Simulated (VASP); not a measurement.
Runs of VASP 6.6.1 on SrTiO3. The structure is that of space group P4mm (No. 99), or close to it. The cells are those of the table. 

| cell | gap on the mesh (eV) | pressure (GPa) | largest force (eV/Å) |
| --- | --- | --- | --- |
| a = 3.787, b = 3.787, c = 3.891 Å, 5 atoms | 2.04 | 15.3 | 2.17 |
| a = 3.840, b = 3.840, c = 3.891 Å, 5 atoms | 1.98 | (b) | 1.70 |
| a = 3.995, b = 3.995, c = 3.891 Å, 5 atoms | 1.82 | -6.0 | 0.55 |
| a = 4.047, b = 4.047, c = 3.891 Å, 5 atoms | (c) | (a) | 0.25 |
| a = 3.943, b = 3.943, c = 3.891 Å, 5 atoms | 1.87 | -1.7 | 0.90 |

Alike in all rows: task single point; level PBEsol; potentials or basis VASP PAW PBE potentials, release 64 (Sr_sv, Ti_sv, O); no spin polarisation; k mesh 8 × 8 × 8; cutoff (eV) 520; smearing gaussian 0.05 eV.

**Question.** Fill in the values left out.

**Answer.** (a) -9.6; (b) 8.7; (c) 1.77.

Caveats: the PAW data sets were made with another functional, which shifts forces and pressure a little; the stress differs along the axes, from 7 to 24 GPa (at least some runs); the stress differs along the axes, from 4 to 15 GPa (at least some runs); the stress differs along the axes, from -9 to -4 GPa (at least some runs); the stress differs along the axes, from -13 to -7 GPa (at least some runs); the stress differs along the axes, from -5 to 2 GPa (at least some runs).

A k mesh can miss the band edges, and the runs leave out spin-orbit coupling on Sr.
